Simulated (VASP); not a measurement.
Write the native input for VASP 6.6.1 that does the following.

```
Task                               : single point
Functional                         : HSE06
Potentials or basis                : VASP PAW PBE potentials, release 64 (Si, C)
Cutoff                             : 520 eV
k mesh                             : 6 × 6 × 2
Occupations                        : gaussian, width 0.01 eV
Spin                               : no spin polarisation
Dipole correction                  : no
Grid for exact exchange (PRECFOCK) : Fast
Further INCAR settings             : ALGO = Normal; EDIFF = 1e-07; NBANDS = 26
Share of exact exchange            : 0.25
Screening parameter                : 0.2079 1/Å
```

Crystal: SiC.

```
Si C
1.0
     3.07756    0.00000    0.00000
    -1.53878    2.66524    0.00000
     0.00000    0.00000   10.07672
Si C
4 4
Direct
  0.00000 0.00000 0.99986
  0.33333 0.66667 0.24991
  0.00000 0.00000 0.49986
  0.66667 0.33333 0.74991
  0.00000 0.00000 0.18728
  0.33333 0.66667 0.43795
  0.00000 0.00000 0.68728
  0.66667 0.33333 0.93795
```

The input as run:

POSCAR

```
SiC
1.0
    3.0775550330      0.0000000000      0.0000000000
   -1.5387775165      2.6652408402      0.0000000000
    0.0000000000      0.0000000000     10.0767227861
Si C
4 4
Direct
    0.0000000000      0.0000000000     -0.0001405667
    0.3333333333      0.6666666667      0.2499083817
    0.0000000000      0.0000000000      0.4998594333
    0.6666666667      0.3333333333      0.7499083817
    0.0000000000      0.0000000000      0.1872833963
    0.3333333333      0.6666666667      0.4379487887
    0.0000000000      0.0000000000      0.6872833963
    0.6666666667      0.3333333333      0.9379487887
```

INCAR.step1

```
SYSTEM = SiC
PREC = Accurate ; ENCUT = 520
EDIFF = 1E-5 ; ISMEAR = 0
SIGMA = 0.01 ; LREAL = .FALSE.
LASPH = .TRUE. ; NELM = 60
ALGO = Normal ; ISIF = 2
LWAVE = .TRUE. ; LCHARG = .FALSE.
GGA = PE ; NBANDS = 26
```

INCAR.step2

```
SYSTEM = SiC
PREC = Accurate ; ENCUT = 520
EDIFF = 1E-7 ; ISMEAR = 0
SIGMA = 0.01 ; LREAL = .FALSE.
LASPH = .TRUE. ; NELM = 60
ALGO = Normal ; ISIF = 2
LWAVE = .FALSE. ; LCHARG = .FALSE.
GGA = PE ; LHFCALC = .TRUE.
HFSCREEN = 0.2079 ; PRECFOCK = Fast
ISTART = 1 ; NBANDS = 26
```

KPOINTS

```
regular mesh
0
G
  6 6 2
  0 0 0
```

Potentials or basis: VASP PAW PBE potentials, release 64 (Si, C).

Command:

```bash
$ cat potpaw_PBE.64/Si/POTCAR potpaw_PBE.64/C/POTCAR > POTCAR
$ cp INCAR.step1 INCAR
$ mpirun -np 1 vasp_std > vasp.out
$ cp INCAR.step2 INCAR
$ mpirun -np 1 vasp_std > vasp.out
```

It gave:

The pressure is -1.5 GPa and the largest force is 0.015 eV/Å. The band gap on the k mesh is 3.14 eV (least direct gap 4.38 eV).

Caveat: the PAW data sets were made with another functional, which shifts forces and pressure a little.

Run time: 53 min on 1 thread of Oxide Virtual Turin-like Processor, on a shared host, peak memory 0.3 GiB.
